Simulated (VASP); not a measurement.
A run of VASP 6.6.1:

Contents of INCAR:

```
PREC = Accurate
ENCUT = 520
EDIFF = 1E-7
ISMEAR = 0
SIGMA = 0.1
LREAL = False
LASPH = True
NELM = 80
ALGO = Normal
ISIF = 2
LWAVE = False
LCHARG = True
GGA = PS
LELF = True
LVHAR = True
NBANDS = 15
```

Contents of KPOINTS:

```
Automatic mesh
0
Gamma
  12 12 16
```

The input POSCAR:

```
Li2Pd
1.0
    4.3012230861      0.0000000000      0.0000000000
   -2.1506115430      3.7249684599      0.0000000000
    0.0000000000      0.0000000000      2.6912783256
Li Pd
2 1
Direct
    0.3333333333      0.6666666667      0.5000000000
    0.6666666667      0.3333333333      0.5000000000
    0.0000000000      0.0000000000      0.0000000000
```

Potentials or basis: VASP PAW PBE potentials, release 64 (Li_sv, Pd).

Launch:

```sh
$ cat potpaw_PBE.64/Li_sv/POTCAR potpaw_PBE.64/Pd/POTCAR > POTCAR
$ mpirun -np 1 vasp_std > vasp.out
```

Hardware: 1 thread of AMD EPYC 7R43 64-Core Processor (Zen 3), with other jobs on the host.

**Question.** Estimate the wall time of this run.

**Answer.** Run time: 2.3 min on 1 thread of AMD EPYC 7R43 64-Core Processor (Zen 3), with other jobs on the host, peak memory 0.2 GiB. Counts: scf iterations 13, k points 171.
